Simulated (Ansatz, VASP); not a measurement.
Be3V in VASP and in Ansatz

```
Be V
1.0
     0.00000    3.36345    3.36345
     3.36345    0.00000    3.36345
     3.36345    3.36345    0.00000
Be V
6 2
Direct
  0.74964 0.25036 0.25036
  0.25036 0.74964 0.74964
  0.74964 0.25036 0.74964
  0.25036 0.74964 0.25036
  0.74964 0.74964 0.25036
  0.25036 0.25036 0.74964
  0.25000 0.25000 0.25000
  0.75000 0.75000 0.75000
```

Alike in both runs: functional PBE; k mesh 4 × 4 × 4; occupations gaussian, width 0.1 eV; collinear spin.

Ansatz relaxed the structure, and its values are those at the end. VASP's run is a single point on that final structure, the one shown.

|  | VASP | Ansatz |
| --- | --- | --- |
| version | VASP 6.6.1 | Ansatz 0.2.0 |
| potentials or method | VASP PAW PBE potentials, release 64 (Be, V_sv), cutoff 520 eV | scalar-relativistic, plane waves, PAW |
| valence electrons in the cell | 38 | 38 |

```tsv
	VASP	Ansatz	Ansatz less VASP
gap on the k mesh at the Fermi level (eV)	none	none	-
pressure (GPa)	0.0	-0.1	-0.16
rms of the force components (eV/Å)	0.010	0.010	-0.0001
net moment per atom (μB)	0.00	0.00	0.000
```

A gap of «none» marks a metal or a gap that the smearing closes. Ansatz's warnings: seeded moment not kept.

The k mesh is coarse, so the values compare programs but aren't converged.
